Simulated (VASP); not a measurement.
A run of VASP 6.6.1 is set up as follows.

The input INCAR:

```
PREC     = Accurate       # precision mode
ENCUT    = 500            # plane-wave cutoff, eV
EDIFF    = 1E-6           # SCF threshold, eV
ISMEAR   = -1             # smearing method
SIGMA    = 0.1            # smearing width, eV
LREAL    = F              # projectors in reciprocal space
LASPH    = T              # aspherical terms in the spheres
NELM     = 120            # most SCF steps
ALGO     = Normal         # electronic algorithm
ISIF     = 2              # what is computed and relaxed
LWAVE    = F              # write WAVECAR
LCHARG   = F              # write CHGCAR
GGA      = PE             # functional
NBANDS   = 35             # bands
GGA_COMPAT= F
```

KPOINTS

```
Automatic mesh
0
Gamma
  5 5 5
```

Contents of POSCAR:

```
CrRu3
1.0
    3.8111740000      0.0000000000      0.0000000000
    0.0000000000      3.8111740000      0.0000000000
    0.0000000000      0.0000000000      3.8111740000
Ru Cr
3 1
Direct
    0.0000000000      0.5000000000      0.5000000000
    0.5000000000      0.0000000000      0.5000000000
    0.5000000000      0.5000000000      0.0000000000
    0.0000000000      0.0000000000      0.0000000000
```

Potentials or basis: VASP PAW PBE potentials, release 64 (Ru_pv, Cr_pv).

The run is started by

```bash
$ cat potpaw_PBE.64/Ru_pv/POTCAR potpaw_PBE.64/Cr_pv/POTCAR > POTCAR
$ mpirun -np 1 vasp_std > vasp.out
```

Question: Estimate the band gap on the k mesh.

Answer: Zero (bands 27 and 28 overlap by 2.56 eV).

Question: Estimate the pressure.

Answer: -8.9 GPa.

Caveat: the cell stands under tension; the run has no spin polarisation, though such a crystal can be magnetic. Spin polarisation is off, so any magnetic state and its effect on volume and gap are missing.
